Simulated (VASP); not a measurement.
# Al (I4/mmm) in VASP: notebook, part 2 of 2

VASP 6.6.1.

## Step 5: Single point, PBE (volume 17.379 Å^3 an atom, c/a of the conventional cell 1.2513)

File INCAR:

```
SYSTEM = Al
ALGO = Fast
EDIFF = 1E-7
ENCUT = 520
GGA = PE
ISIF = 2
ISMEAR = 0
LASPH = .True.
LCHARG = .False.
LREAL = .False.
LWAVE = .False.
NBANDS = 8
NELM = 80
PREC = Accurate
SIGMA = 0.15
```

File KPOINTS:

```
k-points
0
Gamma
  22 22 22
  0 0 0
```

File POSCAR:

```
Al
1.0
   -1.5142623201      1.5142623201      1.8947964411
    1.5142623201     -1.5142623201      1.8947964411
    1.5142623201      1.5142623201     -1.8947964411
Al
1
Direct
    0.0000000000      0.0000000000      0.0000000000
```

Potentials or basis: VASP PAW PBE potentials, release 64 (Al).

Command:

```
$ cat potpaw_PBE.64/Al/POTCAR > POTCAR
$ mpirun -np 1 vasp_std > vasp.out
```

OUTCAR:

```text
SYSTEM = Al
   EDIFF = 1E-7
   ENCUT = 520
   GGA = PE
   ISIF = 2
   ISMEAR = 0
   LASPH = .True.
   LREAL = .False.
   NELM = 80
   PREC = Accurate

 ion  position               nearest neighbor table
   1  0.000  0.000  0.000-

  LATTYP: Found a body centered tetragonal cell.
 ALAT       =     3.0285246402
 C/A-ratio  =     1.2513000000

  Lattice vectors:

 A1 = (  -1.5142623201,   1.5142623201,   1.8947964411)
 A2 = (   1.5142623201,  -1.5142623201,   1.8947964411)
 A3 = (   1.5142623201,   1.5142623201,  -1.8947964411)

Analysis of symmetry for initial positions (statically):
=====================================================================
 Subroutine PRICEL returns:
 Original cell was already a primitive cell.

 Routine SETGRP: Setting up the symmetry group for a
 body centered tetragonal supercell.

 Subroutine GETGRP returns: Found 16 space group operations
 (whereof 16 operations were pure point group operations)
 out of a pool of 16 trial point group operations.
[... 157 lines left out ...]
  ext. energy  EPLUGINS =         0.00000000
  ---------------------------------------------------
  free energy    TOTEN  =        -3.71518664 eV

  energy without entropy =       -3.70999825  energy(sigma->0) =       -3.71259244

 E-fermi :   7.4367     XC(G=0): -10.0107

 val. band max:        7.4357378545   @ k =  -0.3636  -0.3636   0.0909
 cond. band min:       7.4411576277   @ k =  -0.2727   0.3636   0.2273
 fundamental gap:      0.0054197732
 Fermi energy:         7.4366930108

 k-point     1 :       0.0000    0.0000    0.0000
  band No.  band energies     occupation
      1      -3.3105      2.00000
      2      19.5895      0.00000
      3      19.5895      0.00000
      4      20.7647      0.00000
      5      20.8032      0.00000
      6      21.1302      0.00000
      7      21.1302      0.00000
      8      23.7982      0.00000
[... 243 lines left out ...]
 k-point    24 :      -0.4545    0.0455    0.0000
  band No.  band energies     occupation
      1       1.7003      2.00000
      2       4.9047      2.00000
      3      16.5125      0.00000
      4      16.8668      0.00000
      5      19.3142      0.00000
      6      19.7981      0.00000
      7      22.2720      0.00000
      8      25.2134      0.00000

 [... further k-points ...]
[... 5 lines left out ...]
  --------------------------------------------------------------------------------------
  -------------------------------------------------------------------------------------
  Total       -0.4864348     -0.4864348      0.0299314      0.0000000     -0.0000000      0.0000000
  in kB      -44.8446327    -44.8446327      2.7593909      0.0000000     -0.0000000      0.0000000
  external PRESSURE =     -28.9766249 kB  Pullay stress =       0.0000000 kB

 VOLUME and BASIS-vectors are now :
 -----------------------------------------------------------------------------
  energy-cutoff  :      520.00
  volume of cell :       17.38
      direct lattice vectors                 reciprocal lattice vectors
    -1.514262320  1.514262320  1.894796441     0.000000000  0.330193780  0.263880589
     1.514262320 -1.514262320  1.894796441     0.330193780  0.000000000  0.263880589
     1.514262320  1.514262320 -1.894796441     0.330193780  0.330193780  0.000000000

 POSITION                                       TOTAL-FORCE (eV/Angst)
 -----------------------------------------------------------------------------------
      0.00000      0.00000      0.00000        -0.000000     -0.000000     -0.000000
 -----------------------------------------------------------------------------------
    total drift:                                0.000000      0.000000      0.000000

  FREE ENERGIE OF THE ION-ELECTRON SYSTEM (eV)
  ---------------------------------------------------
  free  energy   TOTEN  =        -3.7151866381 eV

  energy  without entropy=       -3.7099982512  energy(sigma->0) =       -3.71259244
```

It took 39 s on 1 thread of Intel Xeon Platinum 8559C (Emerald Rapids), shared host; peak memory 0.21 GiB.

What came out:

```yaml
Free_energy: -3.7152 eV
Pressure: -2.9 GPa
```

## Step 6: Single point, PBE (volume 17.379 Å^3 an atom, c/a of the conventional cell 0.9280)

File INCAR:

```
SYSTEM = Al
ALGO = Fast
EDIFF = 1E-6
ENCUT = 520
GGA = PE
ISIF = 2
ISMEAR = 0
LASPH = .TRUE.
LCHARG = .FALSE.
LREAL = .FALSE.
LWAVE = .FALSE.
NBANDS = 8
NELM = 100
PREC = Accurate
SIGMA = 0.15
```

File KPOINTS:

```
k-points
0
G
  22 22 22
  0 0 0
```

File POSCAR:

```
Al
1.0
   -1.6729088239      1.6729088239      1.5524593886
    1.6729088239     -1.6729088239      1.5524593886
    1.6729088239      1.6729088239     -1.5524593886
Al
1
Direct
    0.0000000000      0.0000000000      0.0000000000
```

Potentials or basis: VASP PAW PBE potentials, release 64 (Al).

Command:

```
$ cat potpaw_PBE.64/Al/POTCAR > POTCAR
$ mpirun -np 1 vasp_std > vasp.out
```

Run time: 32 s. Hardware: 1 thread of Intel Xeon Platinum 8559C (Emerald Rapids), shared host; peak memory 0.22 GiB.

The run converged. Its results:

- Free energy: -3.6559 eV
- Pressure: -1.8 GPa

Stress tensor (GPa, compression positive):
```
-1.18  0.00  0.00
 0.00 -1.18  0.00
 0.00  0.00 -3.02
```

Levels at points of the mesh, in eV from the Fermi level:
```tsv
k point	band 1	band 2	band 3	band 4
(0.00, 0.00, 0.00)	-10.76	11.89	13.51	13.51
(0.50, 0.00, 0.00)	-3.98	-3.53	7.39	7.70
(0.50, 0.50, 0.00)	-4.33	-4.24	8.78	9.26
(0.50, 0.50, 0.50)	1.16	1.16	2.71	2.89
```

## Step 7: Overview

| cell | gap on the mesh (eV) | pressure (GPa) |
| --- | --- | --- |
| a = 2.965 Å, angles 123.4, 123.4, 84.2°, 1 atom | none | -3.0 |
| a = 2.840 Å, angles 105.7, 105.7, 117.3°, 1 atom | none | -1.8 |
| a = 2.830 Å, angles 111.6, 111.6, 105.4°, 1 atom | none | -1.9 |
| a = 2.859 Å, angles 116.0, 116.0, 97.0°, 1 atom | none | -2.9 |
| a = 2.830 Å, angles 107.5, 107.5, 113.5°, 1 atom | none | -1.8 |

Alike in all rows: task single point; level PBE; potentials or basis VASP PAW PBE potentials, release 64 (Al); no spin polarisation; k mesh 22 × 22 × 22; cutoff (eV) 520; smearing gaussian 0.15 eV.

Total energies depend on the potentials used, so only differences within one code and one set of settings carry meaning.
